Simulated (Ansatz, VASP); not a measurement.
## One calculation of SiPb2, two programs

```
Si Pb
1.0
     0.00000    3.56141    3.56141
     3.56141    0.00000    3.56141
     3.56141    3.56141    0.00000
Si Pb
1 2
Direct
  0.00000 0.00000 0.00000
  0.75000 0.75000 0.75000
  0.25000 0.25000 0.25000
```

Alike in both runs: functional PBE; k mesh 10 × 10 × 10; occupations gaussian, width 0.1 eV; no spin polarisation.

Ansatz relaxed the structure, and its values are those at the end. VASP's run is a single point on that final structure, the one shown.

```csv
,VASP,Ansatz
version,VASP 6.6.1,Ansatz 0.2.0
potentials or method,"VASP PAW PBE potentials, release 64 (Si, Pb_d), cutoff 520 eV","scalar-relativistic, plane waves, PAW"
valence electrons in the cell,32,32
```

```tsv
	VASP	Ansatz	Ansatz less VASP
gap on the k mesh at the Fermi level (eV)	none	none	-
pressure (GPa)	-0.1	0.0	+0.06
```

A gap of «none» marks a metal or a gap that the smearing closes.

Neither program's run includes spin-orbit coupling.
